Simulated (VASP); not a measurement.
Here is a VASP 6.6.1 calculation.

Contents of INCAR:

```
PREC = Accurate
ENCUT = 520
EDIFF = 1E-7
ISMEAR = 0
SIGMA = 0.05
LREAL = False
LASPH = True
NELM = 100
ALGO = Normal
ISIF = 2
LWAVE = False
LCHARG = False
GGA = PE
NBANDS = 16
```

File KPOINTS:

```
regular mesh
0
Gamma
  12 12 6
```

The input POSCAR:

```
BN
1.0
    2.5539396017      0.0000000000      0.0000000000
   -1.2769698009      2.2117765748      0.0000000000
    0.0000000000      0.0000000000      4.2268550000
B N
2 2
Direct
    0.7683948442      0.5367896883      0.8932618668
    0.3333333333      0.6666666667      0.4997240000
    0.6666666667      0.3333333333      0.6252760000
    0.3333333333      0.6666666667      0.1252760000
```

Potentials or basis: VASP PAW PBE potentials, release 64 (B, N).

The run is started by

```console
$ cat potpaw_PBE.64/B/POTCAR potpaw_PBE.64/N/POTCAR > POTCAR
$ mpirun -np 1 vasp_std > vasp.out
```

Task: What does it give for the largest force?

Result: 23.419 eV/Å.

Task: Predict the band gap on the k mesh.

Result: Zero (bands 8 and 9 overlap by 0.39 eV).

Forces in eV/Å, atoms in the order of the input:
```
B     0.000   2.611  23.273
B     0.000  -0.113  -6.006
N     0.000  -2.375 -13.195
N     0.000  -0.124  -4.072
```

Caveat: the cell differs from its parent crystal (atom 1 (B) moved by (+0.450, -0.450) A along y and z); semilocal functionals underestimate gaps, and a narrow one can read as zero; forces of over 1 eV/Å act on the atoms, so gaps and moduli don't describe the material at rest.
